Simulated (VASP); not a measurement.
# Mo (I4/mmm) in VASP: notebook

The runs below take Mo through single point, with PBE.

Everything below comes from runs of VASP 6.6.1. Logs are shortened: lines on timing, memory, paths and dates and some standing lists are left out, and cuts for length are marked.

## 1. The cell of the first run

The structure is tetragonal, space group I4/mmm (No. 139). Conventional cell: a = 2.987 Å, b = 2.987 Å, c = 3.508 Å, α = 90.00°, β = 90.00°, γ = 90.00°. Mo (site symmetry 4/mmm) has 14 Mo at 2.75 to 3.51 Å within 3.6 Å.

## 2. Single point, PBE

The input, INCAR:

```
PREC     = Accurate       # precision mode
ENCUT    = 520            # plane-wave cutoff, eV
EDIFF    = 1E-7           # SCF threshold, eV
ISMEAR   = 0              # smearing method
SIGMA    = 0.15           # smearing width, eV
LREAL    = False          # projectors in reciprocal space
LASPH    = True           # aspherical terms in the spheres
NELM     = 80             # most SCF steps
ALGO     = Normal         # electronic algorithm
ISIF     = 2              # what is computed and relaxed
LWAVE    = False          # write WAVECAR
LCHARG   = False          # write CHGCAR
GGA      = PE             # functional
NBANDS   = 13             # bands
```

The input, KPOINTS:

```
Automatic mesh
0
Gamma
  20 20 20
```

The input, POSCAR:

```
Mo
1.0
   -1.4933073660      1.4933073660      1.7540435727
    1.4933073660     -1.4933073660      1.7540435727
    1.4933073660      1.4933073660     -1.7540435727
Mo
1
Direct
    0.0000000000      0.0000000000      0.0000000000
```

Potentials or basis: VASP PAW PBE potentials, release 64 (Mo_sv).

On the command line:

```
> cat potpaw_PBE.64/Mo_sv/POTCAR > POTCAR
> mpirun -np 1 vasp_std > vasp.out
```

OUTCAR:

```text
PREC = Accurate
   ENCUT = 520
   EDIFF = 1E-7
   ISMEAR = 0
   LREAL = False
   LASPH = True
   NELM = 80
   ISIF = 2
   GGA = PE

 ion  position               nearest neighbor table
   1  0.000  0.000  0.000-

  LATTYP: Found a body centered tetragonal cell.
 ALAT       =     2.9866147320
 C/A-ratio  =     1.1746031746

  Lattice vectors:

 A1 = (  -1.4933073660,   1.4933073660,   1.7540435727)
 A2 = (   1.4933073660,  -1.4933073660,   1.7540435727)
 A3 = (   1.4933073660,   1.4933073660,  -1.7540435727)

Analysis of symmetry for initial positions (statically):
=====================================================================
 Subroutine PRICEL returns:
 Original cell was already a primitive cell.

 Routine SETGRP: Setting up the symmetry group for a
 body centered tetragonal supercell.

 Subroutine GETGRP returns: Found 16 space group operations
 (whereof 16 operations were pure point group operations)
 out of a pool of 16 trial point group operations.

The static configuration has the point symmetry D_4h.

Analysis of symmetry for dynamics (positions and initial velocities):
=====================================================================
 Subroutine PRICEL returns:
 Original cell was already a primitive cell.

 Routine SETGRP: Setting up the symmetry group for a
 body centered tetragonal supercell.

 Subroutine GETGRP returns: Found 16 space group operations
 (whereof 16 operations were pure point group operations)
 out of a pool of 16 trial point group operations.

The dynamic configuration has the point symmetry D_4h.

 Subroutine INISYM returns: Found 16 space group operations
 (whereof 16 operations are pure point group operations),
 and found     1 'primitive' translations

----------------------------------------------------------------------------------------

                                     Primitive cell

  volume of cell :      15.6458

  direct lattice vectors                    reciprocal lattice vectors
    -1.493307366  1.493307366  1.754043573     0.000000000  0.334827251  0.285055632
     1.493307366 -1.493307366  1.754043573     0.334827251  0.000000000  0.285055632
     1.493307366  1.493307366 -1.754043573     0.334827251  0.334827251  0.000000000

  length of vectors
     2.745287350  2.745287350  2.745287350     0.439734012  0.439734012  0.473517239

  position of ions in fractional coordinates (direct lattice)
     0.000000000  0.000000000  0.000000000

  ion indices of the primitive-cell ions
   primitive index   ion index
                 1           1

----------------------------------------------------------------------------------------

 KPOINTS: Automatic mesh

Automatic generation of k-mesh.
 Grid dimensions read from file:
 generate k-points for:   20   20   20

 Generating k-lattice:

  Cartesian coordinates                     Fractional coordinates (reciprocal lattice)
     0.000000000  0.016741363  0.014252782     0.050000000  0.000000000 -0.000000000
     0.016741363  0.000000000  0.014252782     0.000000000  0.050000000 -0.000000000
     0.016741363  0.016741363  0.000000000     0.000000000  0.000000000  0.050000000

  Length of vectors
     0.021986701  0.021986701  0.023675862

  Shift w.r.t. Gamma in fractional coordinates (k-lattice)
     0.000000000  0.000000000  0.000000000

 Subroutine IBZKPT returns following result:
 ===========================================

 Found    641 irreducible k-points:

 Following reciprocal coordinates:
            Coordinates               Weight
  0.000000  0.000000  0.000000      1.000000
  0.050000  0.000000  0.000000      8.000000
  0.100000 -0.000000  0.000000      8.000000
  0.150000  0.000000 -0.000000      8.000000
  0.200000 -0.000000  0.000000      8.000000
  0.250000  0.000000 -0.000000      8.000000
[... 16 lines left out ...]
 -0.400000  0.050000  0.000000     16.000000
 -0.350000  0.050000  0.000000     16.000000
 [... further k-points ...]
   k-points           NKPTS =    641   k-points in BZ     NKDIM =    641   number of bands    NBANDS=     13
   number of dos      NEDOS =    301   number of ions     NIONS =      1
   total plane-waves  NPLWV =   8000
   dimension x,y,z NGX =    20 NGY =   20 NGZ =   20
   dimension x,y,z NGXF=    40 NGYF=   40 NGZF=   40
   ions per type =               1
   NGX,Y,Z   is equivalent  to a cutoff of  12.11, 12.11, 12.11 a.u.
   NGXF,Y,Z  is equivalent  to a cutoff of  24.22, 24.22, 24.22 a.u.
 SYSTEM =  unknown system
   PREC   = accura    normal or accurate (medium, high low for compatibility)
   ISTART =      0    job   : 0-new  1-cont  2-samecut
   ICHARG =      2    charge: 1-file 2-atom 10-const
   ISPIN  =      1    spin polarized calculation?
   LNONCOLLINEAR =      F non collinear calculations
   LSORBIT =      F    spin-orbit coupling
   LASPH  =      T    aspherical Exc in radial PAW
   ENCUT  =  520.0 eV  38.22 Ry    6.18 a.u.   5.10  5.10  5.10*2*pi/ulx,y,z
   NELM   =     80;   NELMIN=  2; NELMDL= -5     # of ELM steps
   EDIFF  = 0.1E-06   stopping-criterion for ELM
   LREAL  =      F    real-space projection
   EDIFFG = 0.1E-05   stopping-criterion for IOM
   NSW    =      0    number of steps for IOM
   IBRION =     -1    ionic relax: 0-MD 1-quasi-New 2-CG
   NFREE  =      0    steps in history (QN), initial steepest desc. (CG)
   ISIF   =      2    stress and relaxation
   ISYM   =      2    0-nonsym 1-usesym 2-fastsym
   POTIM  = 0.5000    time-step for ionic-motion
   TEBEG  =    0.0;   TEEND  =   0.0 temperature during run
   PSTRESS=    0.0 pullay stress
   NELECT =      14.0000    total number of electrons
   NUPDOWN=      -1.0000    fix difference up-down
   EMIN   =  10.00;   EMAX   =-10.00  energy-range for DOS
   EFERMI =   0.00;   METHOD = LEGACY
   ISMEAR =     0;   SIGMA  =   0.15  broadening in eV -4-tet -1-fermi 0-gaus
   EFERMI_NEDOS =   21; number of points for ismear=-14 and -15
   IALGO  =     38    algorithm
   IMIX   =      4    mixing-type and parameters
     AMIX     =   0.40;   BMIX     =  1.00
     AMIX_MAG =   1.60;   BMIX_MAG =  1.00
  volume/ion in A,a.u.               =      15.65       105.58
  Fermi-wavevector in a.u.,A,eV,Ry     =   1.577555  2.981147 33.860555  2.488681
  Thomas-Fermi vector in A             =   2.678220
   LORBIT       =      0    0 simple, 1 ext, 2 COOP (PROOUT), +10 PAW based schemes
   GGA     = PE    functional components
   LHFCALC =     F    Hartree Fock is set to
   AEXX    =    0.0000 exact exchange contribution
   IVDW    =     0    specifies the selected vdW correction
   LEPSILON=     F    determine dielectric tensor
   LRPA    =     F    only Hartree local field effects (RPA)
 non-spin polarized calculation
 Gauss-broadening in eV      SIGMA  =   0.15
  energy-cutoff  :      520.00
  volume of cell :       15.65
 maximum number of plane-waves:       438
   NGX = 11   NGY = 11   NGZ = 11

 number of electron      14.0000001 magnetization

 Free energy of the ion-electron system (eV)
  ---------------------------------------------------
  ext. energy  EPLUGINS =         0.00000000
  ---------------------------------------------------
  free energy    TOTEN  =       -10.72648489 eV

  energy without entropy =      -10.71559178  energy(sigma->0) =      -10.72103833

 E-fermi :  12.5218     XC(G=0): -13.3795

 val. band max:       12.5193653437   @ k =  -0.2500   0.5000   0.2500
 cond. band min:      12.5251456379   @ k =  -0.2000   0.4500   0.1500
 fundamental gap:      0.0057802942
 Fermi energy:        12.5218216434

 k-point     1 :       0.0000    0.0000    0.0000
  band No.  band energies     occupation
      1     -48.6572      2.00000
      2     -21.9353      2.00000
      3     -21.9353      2.00000
      4     -21.9258      2.00000
      5       5.3504      2.00000
      6      10.9412      2.00000
      7      10.9412      2.00000
      8      12.5363      0.89127
      9      12.9500      0.00005
     10      14.9251      0.00000
     11      25.8503      0.00000
     12      28.6855      0.00000
     13      28.6855      0.00000

 k-point     2 :       0.0500    0.0000    0.0000
  band No.  band energies     occupation
      1     -48.6512      2.00000
      2     -21.9687      2.00000
      3     -21.9441      2.00000
      4     -21.9302      2.00000
      5       5.4573      2.00000
      6      10.9345      2.00000
      7      10.9802      2.00000
      8      12.5330      0.91601
      9      12.9144      0.00021
     10      14.8729      0.00000
     11      26.0472      0.00000
     12      28.7099      0.00000
     13      28.8647      0.00000

 k-point     3 :       0.1000   -0.0000    0.0000
  band No.  band energies     occupation
      1     -48.6335      2.00000
      2     -22.0747      2.00000
      3     -21.9695      2.00000
      4     -21.9327      2.00000
      5       5.7653      2.00000
      6      10.9011      2.00000
      7      11.0571      2.00000
      8      12.5703      0.64793
      9      12.8420      0.00254
     10      14.7406      0.00000
     11      26.5744      0.00000
     12      28.6838      0.00000
     13      29.3907      0.00000
[... 305 lines left out ...]
 k-point    23 :      -0.4000    0.0500    0.0000
  band No.  band energies     occupation
      1     -48.4366      2.00000
      2     -23.1509      2.00000
      3     -22.2432      2.00000
      4     -21.9757      2.00000
      5       7.5839      2.00000
      6      10.1746      2.00000
      7      12.1415      1.99966
      8      13.0179      0.00000
      9      15.2295      0.00000
     10      15.9973      0.00000
     11      24.7586      0.00000
     12      26.2156      0.00000
     13      32.5289      0.00000

 k-point    24 :      -0.3500    0.0500    0.0000
  band No.  band energies     occupation
      1     -48.4683      2.00000
      2     -22.9862      2.00000
      3     -22.1975      2.00000
      4     -21.9738      2.00000
      5       7.6264      2.00000
      6      10.3636      2.00000
      7      11.4834      2.00000
      8      12.9004      0.00036
      9      14.9234      0.00000
     10      15.2142      0.00000
     11      25.4566      0.00000
     12      27.3523      0.00000
     13      33.9743      0.00000

 [... further k-points ...]

------------------------ aborting loop because EDIFF is reached ----------------------------------------

  FORCE on cell =-STRESS in cart. coord.  units (eV):
  Direction    XX          YY          ZZ          XY          YZ          ZX
  --------------------------------------------------------------------------------------
  -------------------------------------------------------------------------------------
  Total        1.5756106      1.5756106     -1.5172342      0.0000000      0.0000000      0.0000000
  in kB      161.3469282    161.3469282   -155.3690162      0.0000000      0.0000000      0.0000000
  external PRESSURE =      55.7749467 kB  Pullay stress =       0.0000000 kB

 VOLUME and BASIS-vectors are now :
 -----------------------------------------------------------------------------
  energy-cutoff  :      520.00
  volume of cell :       15.65
      direct lattice vectors                 reciprocal lattice vectors
    -1.493307366  1.493307366  1.754043573     0.000000000  0.334827251  0.285055632
     1.493307366 -1.493307366  1.754043573     0.334827251  0.000000000  0.285055632
     1.493307366  1.493307366 -1.754043573     0.334827251  0.334827251  0.000000000

 POSITION                                       TOTAL-FORCE (eV/Angst)
 -----------------------------------------------------------------------------------
      0.00000      0.00000      0.00000         0.000000      0.000000      0.000000
 -----------------------------------------------------------------------------------
    total drift:                                0.000000     -0.000000      0.000000

  FREE ENERGIE OF THE ION-ELECTRON SYSTEM (eV)
  ---------------------------------------------------
  free  energy   TOTEN  =       -10.7264848870 eV

  energy  without entropy=      -10.7155917823  energy(sigma->0) =      -10.72103833
```

Wall time 76 s (1 thread of Intel Xeon 8259CL, shared host); peak memory 0.23 GiB.

Results:

```yaml
Free_energy: -10.7265 eV
Pressure: 5.6 GPa
Band_gap_on_the_k_mesh: zero (bands 7 and 8 overlap by 4.75 eV)
```

Levels at points of the mesh, in eV from the Fermi level:
| k point | band 3 | band 4 | band 5 | band 6 | band 7 | band 8 | band 9 | band 10 | band 11 | band 12 |
| --- | --- | --- | --- | --- | --- | --- | --- | --- | --- | --- |
| (0.00, 0.00, 0.00) | -34.46 | -34.45 | -7.17 | -1.58 | -1.58 | 0.01 | 0.43 | 2.40 | 13.33 | 16.16 |
| (0.50, 0.00, 0.00) | -34.81 | -34.48 | -5.16 | -2.54 | 0.22 | 1.38 | 2.90 | 4.44 | 11.26 | 12.27 |
| (0.50, 0.50, 0.00) | -34.98 | -34.63 | -5.40 | -4.35 | 2.60 | 3.11 | 3.22 | 4.94 | 11.89 | 12.84 |
| (0.50, 0.50, 0.50) | -35.23 | -35.23 | -5.52 | -5.13 | 3.74 | 4.27 | 4.27 | 6.48 | 10.55 | 10.55 |

Caveat: the cell differs from its parent crystal (strain +e along x and -e along y +0.0000, strain +e along z and -e/2 along x and y +0.1100); the stress differs along the axes, from -16 to 16 GPa.

[end of part 1 of 2]
